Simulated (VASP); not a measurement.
PbS, 2 atoms in the cell. It takes space group P-6m2 (No. 187, hexagonal). The conventional cell has a = 4.090 Å, b = 4.090 Å, c = 3.788 Å, α = 90.00°, β = 90.00°, γ = 120.00°. Within 4.0 Å of Pb (site symmetry -6m2) lie 6 S at 3.03 Å and 2 Pb at 3.79 Å. S (site symmetry -6m2) has 6 Pb at 3.03 Å and 2 S at 3.79 Å within 4.0 Å. 

- Program: VASP 6.6.1
- Task: single point
- Functional: r2SCAN
- Potentials or basis: VASP PAW PBE potentials, release 64 (Pb_d, S)
- Cutoff: 520 eV
- k mesh: 8 × 8 × 7
- Occupations: fermi-dirac, width 0.05 eV
- Spin: no spin polarisation
- Dipole correction: no
- Further INCAR settings: ALGO = Normal; EDIFF = 1e-06; NBANDS = 17

Potentials or basis: VASP PAW PBE potentials, release 64 (Pb_d, S).

The run is started by

```sh
$ cat potpaw_PBE.64/Pb_d/POTCAR potpaw_PBE.64/S/POTCAR > POTCAR
$ cp INCAR.step1 INCAR
$ mpirun -np 1 vasp_std > vasp.out
$ cp INCAR.step2 INCAR
$ mpirun -np 1 vasp_std > vasp.out
```

Hardware: 1 thread of Intel(R) Xeon(R) Platinum 8488C (Sapphire Rapids), with other jobs on the host.

**Question.** Estimate the wall time of this run.

**Answer.** Run time: 95 s on 1 thread of Intel(R) Xeon(R) Platinum 8488C (Sapphire Rapids) (shared host), peak memory 0.19 GiB. Counts: k points 40.
